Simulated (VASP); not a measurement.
# Cd2S (P3m1) in VASP: single point with PBEsol

Aim: the single point of Cd2S with PBEsol.

Program: VASP 6.6.1. These are calculated values, not measurements. Logs are shortened: lines on timing, memory, paths and dates and some standing lists are left out, and cuts for length are marked.

## (1) The cell of the first run

The structure is trigonal, space group P3m1 (No. 156). Conventional cell: a = 3.963 Å, b = 3.963 Å, c = 5.809 Å, α = 90.00°, β = 90.00°, γ = 120.00°. Cd (site symmetry 3m) has 2 S at 2.52 to 3.29 Å and 3 Cd at 3.08 Å within 3.3 Å. Cd (site symmetry 3m) has 3 S at 2.60 Å and 3 Cd at 3.08 Å within 3.4 Å. S (site symmetry 3m) has 5 Cd at 2.52 to 3.29 Å within 3.3 Å.

## (2) Single point, PBEsol

Contents of INCAR:

```
PREC = Accurate
ENCUT = 520
EDIFF = 1E-6
ISMEAR = -1
SIGMA = 0.03
LREAL = False
LASPH = True
NELM = 100
ALGO = Normal
ISIF = 2
LWAVE = False
LCHARG = False
GGA = PS
NBANDS = 22
```

Contents of KPOINTS:

```
regular mesh
0
Gamma
  5 5 3
```

Contents of POSCAR:

```
Cd2S
1.0
    3.9626700490      0.0000000000      0.0000000000
   -1.9813350245      3.4317729293      0.0000000000
    0.0000000000      0.0000000000      5.8091920000
Cd S
2 1
Direct
    0.3333333333      0.6666666667      0.9327170000
    0.6666666667      0.3333333333      0.5787350000
    0.3333333333      0.6666666667      0.3657050000
```

Potentials or basis: VASP PAW PBE potentials, release 64 (Cd, S).

The run is started by

```console
$ cat potpaw_PBE.64/Cd/POTCAR potpaw_PBE.64/S/POTCAR > POTCAR
$ mpirun -np 1 vasp_std > vasp.out
```

OUTCAR:

```text
PREC = Accurate
   ENCUT = 520
   EDIFF = 1E-6
   ISMEAR = -1
   LREAL = False
   LASPH = True
   NELM = 100
   ISIF = 2
   GGA = PS

 ion  position               nearest neighbor table
   1  0.333  0.667  0.933-   3 2.52   2 3.08   2 3.08   2 3.08
   2  0.667  0.333  0.579-   3 2.60   3 2.60   3 2.60   1 3.08   1 3.08   1 3.08
   3  0.333  0.667  0.366-   1 2.52   2 2.60   2 2.60   2 2.60

  LATTYP: Found a hexagonal cell.
 ALAT       =     3.9626700490
 C/A-ratio  =     1.4659792332

  Lattice vectors:

 A1 = (   3.9626700490,   0.0000000000,   0.0000000000)
 A2 = (  -1.9813350245,   3.4317729293,   0.0000000000)
 A3 = (   0.0000000000,   0.0000000000,   5.8091920000)

Analysis of symmetry for initial positions (statically):
=====================================================================
 Subroutine PRICEL returns:
 Original cell was already a primitive cell.

 Routine SETGRP: Setting up the symmetry group for a
 hexagonal supercell.

 Subroutine GETGRP returns: Found  6 space group operations
 (whereof  6 operations were pure point group operations)
 out of a pool of 24 trial point group operations.

The static configuration has the point symmetry C_3v.

Analysis of symmetry for dynamics (positions and initial velocities):
=====================================================================
 Subroutine PRICEL returns:
 Original cell was already a primitive cell.

 Routine SETGRP: Setting up the symmetry group for a
 hexagonal supercell.

 Subroutine GETGRP returns: Found  6 space group operations
 (whereof  6 operations were pure point group operations)
 out of a pool of 24 trial point group operations.

The dynamic configuration has the point symmetry C_3v.

 Subroutine INISYM returns: Found  6 space group operations
 (whereof  6 operations are pure point group operations),
 and found     1 'primitive' translations

----------------------------------------------------------------------------------------

                                     Primitive cell

  volume of cell :      78.9991

  direct lattice vectors                    reciprocal lattice vectors
[... 62 lines left out ...]
   dimension x,y,z NGXF=    60 NGYF=   60 NGZF=   96
   ions per type =               2   1
   NGX,Y,Z   is equivalent  to a cutoff of  12.59, 12.59, 13.74 a.u.
   NGXF,Y,Z  is equivalent  to a cutoff of  25.17, 25.17, 27.47 a.u.
 SYSTEM =  unknown system
   PREC   = accura    normal or accurate (medium, high low for compatibility)
   ISTART =      0    job   : 0-new  1-cont  2-samecut
   ICHARG =      2    charge: 1-file 2-atom 10-const
   ISPIN  =      1    spin polarized calculation?
   LNONCOLLINEAR =      F non collinear calculations
   LSORBIT =      F    spin-orbit coupling
   LASPH  =      T    aspherical Exc in radial PAW
   ENCUT  =  520.0 eV  38.22 Ry    6.18 a.u.   7.37  7.37 10.80*2*pi/ulx,y,z
   NELM   =    100;   NELMIN=  2; NELMDL= -5     # of ELM steps
   EDIFF  = 0.1E-05   stopping-criterion for ELM
   LREAL  =      F    real-space projection
[... 7 lines left out ...]
   TEBEG  =    0.0;   TEEND  =   0.0 temperature during run
   PSTRESS=    0.0 pullay stress
   NELECT =      30.0000    total number of electrons
   NUPDOWN=      -1.0000    fix difference up-down
   EMIN   =  10.00;   EMAX   =-10.00  energy-range for DOS
   EFERMI =   0.00;   METHOD = LEGACY
   ISMEAR =    -1;   SIGMA  =   0.03  broadening in eV -4-tet -1-fermi 0-gaus
   EFERMI_NEDOS =   21; number of points for ismear=-14 and -15
   IALGO  =     38    algorithm
   IMIX   =      4    mixing-type and parameters
     AMIX     =   0.40;   BMIX     =  1.00
     AMIX_MAG =   1.60;   BMIX_MAG =  1.00
  volume/ion in A,a.u.               =      26.33       177.70
  Fermi-wavevector in a.u.,A,eV,Ry     =   1.185517  2.240303 19.122322  1.405451
  Thomas-Fermi vector in A             =   2.321709
   LORBIT       =      0    0 simple, 1 ext, 2 COOP (PROOUT), +10 PAW based schemes
   GGA     = PS    functional components
   LHFCALC =     F    Hartree Fock is set to
   AEXX    =    0.0000 exact exchange contribution
   IVDW    =     0    specifies the selected vdW correction
   LEPSILON=     F    determine dielectric tensor
   LRPA    =     F    only Hartree local field effects (RPA)
 non-spin polarized calculation
  energy-cutoff  :      520.00
  volume of cell :       79.00
 maximum number of plane-waves:      2151
 NGX is ok and might be reduce to    30
   NGX = 15   NGY = 15   NGZ = 21

 number of electron      29.9999999 magnetization

 Free energy of the ion-electron system (eV)
  ---------------------------------------------------
  ext. energy  EPLUGINS =         0.00000000
  ---------------------------------------------------
  free energy    TOTEN  =        -7.27305554 eV

  energy without entropy =       -7.27305554  energy(sigma->0) =       -7.27305554

 E-fermi :   1.4413     XC(G=0):  -9.4985

 val. band max:        0.8344018452   @ k =   0.4000   0.2000   0.3333
 cond. band min:       2.0325530799   @ k =   0.4000   0.2000   0.0000
 fundamental gap:      1.1981512347
 Fermi energy:         1.4412560542

 k-point     1 :       0.0000    0.0000    0.0000
  band No.  band energies     occupation
      1     -11.4301      2.00000
      2      -7.1054      2.00000
      3      -7.1054      2.00000
      4      -7.0157      2.00000
      5      -7.0157      2.00000
      6      -6.9387      2.00000
[... 289 lines left out ...]
     21       9.4099      0.00000
     22      10.2752      0.00000

------------------------ aborting loop because EDIFF is reached ----------------------------------------

  FORCE on cell =-STRESS in cart. coord.  units (eV):
  Direction    XX          YY          ZZ          XY          YZ          ZX
  --------------------------------------------------------------------------------------
  -------------------------------------------------------------------------------------
  Total       -1.3054326     -1.3054326     -1.8218726      0.0000000      0.0000000      0.0000000
  in kB      -26.4754193    -26.4754193    -36.9493157      0.0000000      0.0000000      0.0000000
  external PRESSURE =     -29.9667181 kB  Pullay stress =       0.0000000 kB

 VOLUME and BASIS-vectors are now :
 -----------------------------------------------------------------------------
  energy-cutoff  :      520.00
  volume of cell :       79.00
      direct lattice vectors                 reciprocal lattice vectors
     3.962670049  0.000000000  0.000000000     0.252355101  0.145697285  0.000000000
    -1.981335025  3.431772929  0.000000000     0.000000000  0.291394571  0.000000000
     0.000000000  0.000000000  5.809192000     0.000000000  0.000000000  0.172140979

 POSITION                                       TOTAL-FORCE (eV/Angst)
 -----------------------------------------------------------------------------------
     -0.00000      2.28785      5.41833        -0.000000      0.000000     -0.005629
      1.98134      1.14392      3.36198         0.000000      0.000000     -0.087101
     -0.00000      2.28785      2.12445         0.000000     -0.000000      0.092731
 -----------------------------------------------------------------------------------
    total drift:                                0.000000     -0.000000     -0.000288

  FREE ENERGIE OF THE ION-ELECTRON SYSTEM (eV)
  ---------------------------------------------------
  free  energy   TOTEN  =        -7.2730555402 eV

  energy  without entropy=       -7.2730555395  energy(sigma->0) =       -7.27305554
```

stdout:

```text
POSCAR found type information on POSCAR CdS
 POSCAR found :  2 types and       3 ions
 scaLAPACK will be used
 -----------------------------------------------------------------------------
|                                                                             |
|                                                                             |
|     You enforced a specific xc type in the INCAR file but a different       |
|     I HOPE YOU KNOW WHAT YOU ARE DOING!                                     |
|                                                                             |
 -----------------------------------------------------------------------------

 LDA part: xc-table for (Slater+PW92), standard interpolation
 POSCAR, INCAR and KPOINTS ok, starting setup
 FFT: planning ... GRIDC
 FFT: planning ... GRID_SOFT
 FFT: planning ... GRID
 WAVECAR not read
 entering main loop
```

It took 15 s on 1 thread of Intel Xeon Platinum 8488C (Sapphire Rapids), shared host; peak memory 0.19 GiB.

What came out:

| Property | Result |
| --- | --- |
| Free energy | -7.2731 eV |
| Pressure | -3.0 GPa |
| Largest force | 0.093 eV/Å |
| Band gap on the k mesh | 1.20 eV (least direct gap 1.38 eV) |

Forces on the atoms (eV/Å):
```
Cd   0.000  0.000 -0.006
Cd   0.000  0.000 -0.087
S    0.000  0.000  0.093
```

Caveat: the PAW data sets were made with another functional, which shifts forces and pressure a little.
